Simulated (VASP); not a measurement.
A run of VASP 6.6.1 is set up as follows.

Contents of INCAR:

```
ALGO = Normal ; EDIFF = 1E-7
ENCUT = 520 ; GGA = PE
ISIF = 2 ; ISMEAR = 0
LASPH = True ; LCHARG = False
LREAL = False ; LWAVE = False
NBANDS = 32 ; NELM = 60
PREC = Accurate ; SIGMA = 0.1
```

File KPOINTS:

```
k-points
0
Gamma
  4 4 4
```

File POSCAR:

```
LiNb3P
1.0
    3.3880677504      0.0000000000      0.0000000000
    0.0000000000      3.3880677504      0.0000000000
    0.0000000000      0.0000000000      7.4930919316
Li Nb P
1 3 1
Direct
    0.0000000000      0.0000000000      0.0000000000
    0.5000000000      0.5000000000      0.0000000000
    0.5000000000      0.5000000000      0.3203818143
    0.5000000000      0.5000000000      0.6796181857
    0.0000000000      0.0000000000      0.5000000000
```

Potentials or basis: VASP PAW PBE potentials, release 64 (Li_sv, Nb_sv, P).

The run is started by

```sh
$ cat potpaw_PBE.64/Li_sv/POTCAR potpaw_PBE.64/Nb_sv/POTCAR potpaw_PBE.64/P/POTCAR > POTCAR
$ mpirun -np 1 vasp_std > vasp.out
```

(1) What does it give for the largest force?

Answers

(1) 0.010 eV/Å.

Caveat: the k points lie up to 0.46 Å⁻¹ apart.
